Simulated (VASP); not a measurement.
Wanted: the native input for a VASP 6.6.1 run.

| Property | Result |
| --- | --- |
| Task | single point |
| Functional | PBE |
| Potentials or basis | VASP PAW PBE potentials, release 64 (Mn_sv, Fe_sv, N) |
| Cutoff | 700 eV |
| k mesh | 6 × 6 × 4 |
| Occupations | gaussian, width 0.1 eV |
| Spin | collinear spin, ferromagnetic start |
| Starting moments | [4.0, 4.0, 4.0, 0.0, 0.0] μB |
| Dipole correction | no |
| Further INCAR settings | ALGO = Normal; EDIFF = 1e-06; NBANDS = 40 |

The structure of Mn2FeN2 lies in POSCAR:

```
Mn2FeN2
1.0
    2.6151203308     -1.5150963246      0.0000000000
    2.6151203308      1.5150963246      0.0000000000
   -0.0147385655      0.0000000000      5.9273082974
Mn Fe N
2 1 2
Direct
    0.3333755000      0.3333755000      0.1669290000
    0.6666245000      0.6666245000      0.8330710000
    0.0000000000      0.0000000000      0.5000000000
    0.3324760000      0.3324760000      0.7375550000
    0.6675240000      0.6675240000      0.2624450000
```

These files were run (other wordings do the same):

INCAR

```
PREC = Accurate ; ENCUT = 700
EDIFF = 1E-6 ; ISMEAR = 0
SIGMA = 0.1 ; LREAL = False
LASPH = True ; NELM = 200
ALGO = Normal ; ISIF = 2
LWAVE = False ; LCHARG = False
ISPIN = 2 ; MAGMOM = 4 4 4 0 0
LORBIT = 11 ; LMAXMIX = 4
GGA = PE ; NBANDS = 40
GGA_COMPAT = False
```

KPOINTS

```
Automatic mesh
0
Gamma
  6 6 4
```

Potentials or basis: VASP PAW PBE potentials, release 64 (Mn_sv, Fe_sv, N).

Run with:

```console
$ cat potpaw_PBE.64/Mn_sv/POTCAR potpaw_PBE.64/Fe_sv/POTCAR potpaw_PBE.64/N/POTCAR > POTCAR
$ mpirun -np 1 vasp_std > vasp.out
```

It gave:

```json
{
  "Pressure": "-3.1 GPa",
  "Largest force": "0.255 eV/Å",
  "Net moment": "1.89 μB per cell",
  "Site moments": "Mn -0.32; Fe +2.44; N +0.03 μB",
  "Valence electrons inside the program's atomic spheres": "Mn 13.13; Fe 13.74; N 3.68"
}
```

Caveat: the k points lie up to 0.40 Å⁻¹ apart; the run started ferromagnetic, and an antiferromagnetic order may lie lower in energy.

It took 7.4 min on 1 thread of Intel(R) Xeon(R) Platinum 8259CL CPU @ 2.50GHz (Skylake/Cascade Lake), with other jobs on the host, peak memory 0.35 GiB.
